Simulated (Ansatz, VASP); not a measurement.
**Two plane-wave programs on Pd**

File INCAR:

```
SYSTEM = Pd
ALGO = Normal ; EDIFF = 1E-6
EDIFFG = -0.01 ; ENCUT = 600
GGA = PE ; IBRION = 2
ISIF = 3 ; ISMEAR = 0
LASPH = .TRUE. ; LCHARG = .FALSE.
LREAL = .FALSE. ; LWAVE = .FALSE.
NELM = 80 ; NSW = 100
PREC = Accurate ; SIGMA = 0.1
```

KPOINTS

```
k-points
0
G
  24 24 24
  0 0 0
```

The input POSCAR:

```
Pd
1.0
    0.0000000000      1.9749216096      1.9749216096
    1.9749216096      0.0000000000      1.9749216096
    1.9749216096      1.9749216096      0.0000000000
Pd
1
Direct
    0.0000000000      0.0000000000      0.0000000000
```

Input for Ansatz:

```yaml
crystal:
  lattice:
    - [0.0, 1.9749216096, 1.9749216096]
    - [1.9749216096, 0.0, 1.9749216096]
    - [1.9749216096, 1.9749216096, 0.0]
  atoms:
    - { symbol: Pd, position: [0.0, 0.0, 0.0] }
basis:
  ecutwfc: 420
kpoints:
  mp_grid: { grid: [24, 24, 24] }
hamiltonian:
  xc: pbe
scf:
  occupations: { method: gaussian, width: 0.1 }
output:
  forces: true
  stress: true
  eigenvalues: true
relax:
  adjacent_minimum: "off"
  f_tol: 0.01
  max_steps: 80
  cell: { stress_tol: 0.05 }
```

Alike in both runs: task relaxation of cell and atoms; functional PBE; k mesh 24 × 24 × 24; occupations gaussian, width 0.1 eV; no spin polarisation.

```csv
,VASP,Ansatz
version,VASP 6.6.1,Ansatz 0.2.0
potentials or method,"VASP PAW PBE potentials, release 64 (Pd), cutoff 600 eV","scalar-relativistic, plane waves, PAW"
valence electrons in the cell,10,18
```

```csv
,VASP,Ansatz,Ansatz less VASP
"gap on the k mesh at the Fermi level, each at its own relaxed structure (eV)",none,none,-
relaxed volume (Å³/atom),15.29,15.32,+0.030
relaxed cell length with the largest relative difference (Å),2.786,2.788,+0.0018
```

A gap of «none» marks a metal or a gap that the smearing closes. VASP's potentials hold 10 valence electrons a cell and Ansatz's 18, so a difference there can come from the potentials and not from the codes.
